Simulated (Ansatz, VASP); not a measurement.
# One calculation of SnSe, two programs

Contents of INCAR:

```
PREC     = Accurate       # precision mode
ENCUT    = 520            # plane-wave cutoff, eV
EDIFF    = 1E-8           # SCF threshold, eV
ISMEAR   = -1             # smearing method
SIGMA    = 0.05           # smearing width, eV
LREAL    = F              # projectors in reciprocal space
LASPH    = T              # aspherical terms in the spheres
NELM     = 80             # most SCF steps
ALGO     = Normal         # electronic algorithm
ISIF     = 2              # what is computed and relaxed
LWAVE    = F              # write WAVECAR
LCHARG   = F              # write CHGCAR
GGA      = PS             # functional
LEFG     = T            
NBANDS   = 17             # bands
```

The input KPOINTS:

```
regular mesh
0
Gamma
  10 10 10
```

The input POSCAR:

```
SnSe
1.0
    0.0000000000      2.6729761406      2.6729761406
    2.6729761406      0.0000000000      2.6729761406
    2.6729761406      2.6729761406      0.0000000000
Sn Se
1 1
Direct
    0.0000000000      0.0000000000      0.0000000000
    0.5000000000      0.5000000000      0.5000000000
```

Input for Ansatz:

```yaml
crystal:
  lattice:
    - [0.0, 2.6729761406, 2.6729761406]
    - [2.6729761406, 0.0, 2.6729761406]
    - [2.6729761406, 2.6729761406, 0.0]
  atoms:
    - { symbol: Sn, position: [0.0, 0.0, 0.0] }
    - { symbol: Se, position: [0.5, 0.5, 0.5] }
kpoints:
  mp_grid: { grid: [10, 10, 10] }
  band_path:
    path:
      - [0.0, 0.0, 0.0]
      - [0.5, 0.0, 0.5]
      - [0.625, 0.25, 0.625]
      - [0.375, 0.375, 0.75]
      - [0.0, 0.0, 0.0]
      - [0.5, 0.5, 0.5]
      - [0.5, 0.25, 0.75]
      - [0.5, 0.0, 0.5]
    npoints: 6
scf:
  occupations: { method: fermi_dirac, width: 0.05 }
hamiltonian:
  xc: pbesol
  pseudopotentials: { kind: paw }
output:
  forces: true
  stress: true
  eigenvalues: true
  efg: { contact_densities: true }
  populations: true
```

Change from the starting cell: volume scaled by 0.7, PAW files.

Alike in both runs: task electric field gradients; functional PBEsol; k mesh 10 × 10 × 10; occupations fermi-dirac, width 0.05 eV; no spin polarisation.

|  | VASP | Ansatz |
| --- | --- | --- |
| version | VASP 6.6.1 | Ansatz 0.2.0 |
| potentials or method | VASP PAW PBE potentials, release 64 (Sn_d, Se) | PAW with Ansatz's default frozen-core files, scalar-relativistic |
| plane-wave cutoff (eV) | 520 | 420 |
| valence electrons in the cell | 20 | 30 |

```tsv
	VASP	Ansatz	Ansatz less VASP
pressure (GPa)	35.6	35.4	-0.23
```

VASP's potentials were made for PBE, not for PBEsol. Both programs put the cell under a high pressure, so it lies far from rest at this level. VASP's potentials hold 20 valence electrons a cell and Ansatz's 30, so a difference there can come from the potentials and not from the codes.
